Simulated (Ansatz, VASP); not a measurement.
**AlN in VASP and in Ansatz**

```xyz
4
Lattice="3.2701 -0.1938 0.0500 -1.8029 2.7869 -0.0807 0.0800 -0.1029 4.4608" Properties=species:S:1:pos:R:3 pbc="T T T"
Al   -0.0858    1.8377   -0.2907
Al    1.6056    0.4173    2.3365
N     0.0086    2.0583    1.5696
N     1.5476    0.6906    4.2186
```

Change from the starting cell: all atoms moved at random (sigma 0.15 Å a component), cell strained at random (sigma 0.05).

Alike in both runs: task single point; functional PBE; k mesh 6 × 6 × 4; occupations gaussian, width 0.05 eV; no spin polarisation.

|  | VASP | Ansatz |
| --- | --- | --- |
| version | VASP 6.6.1 | Ansatz 0.2.0 |
| potentials or method | VASP PAW PBE potentials, release 64 (Al, N), cutoff 520 eV | scalar-relativistic, plane waves, PAW |
| valence electrons in the cell | 16 | 16 |

```tsv
	VASP	Ansatz	Ansatz less VASP
gap on the k mesh at the Fermi level (eV)	2.48	2.49	+0.012
least direct gap on the mesh (eV)	2.48	2.49	+0.012
pressure (GPa)	69.9	70.9	+1.02
traceless stress, the component that is largest in VASP (GPa)	77.38	78.48	+1.093
rms of the force components (eV/Å)	12.192	12.403	+0.2109
```

Atom by atom the forces differ by 0.219 eV/Å (rms over components). Both programs put the cell under a high pressure, so it lies far from rest at this level. The functional is the same, so the differences come from potentials, cutoffs and numerics.

Noted on VASP's run: the cell as given lies far from equilibrium.
